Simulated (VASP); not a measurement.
Set up this calculation in VASP 6.6.1, as the native input.

* Task: single point
* Functional: PBE
* Potentials or basis: VASP PAW PBE potentials, release 64 (Zn, Au)
* Cutoff: 520 eV
* k mesh: 16 × 16 × 16
* Occupations: gaussian, width 0.15 eV
* Spin: no spin polarisation
* Dipole correction: no
* Further INCAR settings: ALGO = Fast; EDIFF = 1e-06; NBANDS = 18

The structure of ZnAu lies in POSCAR:

```
ZnAu
1.0
    2.9109750000      0.0000000000      0.0000000000
    0.0000000000      2.9109750000      0.0000000000
    0.0000000000      0.0000000000      3.1470000000
Zn Au
1 1
Direct
    0.5000000000      0.5000000000      0.5000000000
    0.0000000000      0.0000000000      0.0000000000
```

This cell differs from its parent crystal: strain -0.0750 x Voigt [1, 1, 0, 0, 0, 0].

These files were run (other wordings do the same):

INCAR

```
SYSTEM = ZnAu
ALGO     = Fast           ! electronic algorithm
EDIFF    = 1E-6           ! SCF threshold, eV
ENCUT    = 520            ! plane-wave cutoff, eV
GGA      = PE             ! functional
ISIF     = 2              ! what is computed and relaxed
ISMEAR   = 0              ! smearing method
LASPH    = .TRUE.         ! aspherical terms in the spheres
LCHARG   = .TRUE.         ! write CHGCAR
LELF     = .TRUE.         ! ELF
LREAL    = .FALSE.        ! projectors in reciprocal space
LVHAR    = .TRUE.       
LWAVE    = .FALSE.        ! write WAVECAR
NBANDS   = 18             ! bands
NELM     = 80             ! most SCF steps
PREC     = Accurate       ! precision mode
SIGMA    = 0.15           ! smearing width, eV
```

KPOINTS

```
k-points
0
G
  16 16 16
  0 0 0
```

Potentials or basis: VASP PAW PBE potentials, release 64 (Zn, Au).

The run is started by

```sh
$ cat potpaw_PBE.64/Zn/POTCAR potpaw_PBE.64/Au/POTCAR > POTCAR
$ mpirun -np 1 vasp_std > vasp.out
```

It gave:

The pressure is 38.9 GPa.

Caveat: the cell differs from its parent crystal (strain -0.0750 x Voigt [1, 1, 0, 0, 0, 0]).

Run time: 74 s on 1 thread of Intel(R) Xeon(R) Platinum 8375C CPU @ 2.90GHz (Ice Lake), on a shared host, peak memory 0.31 GiB.
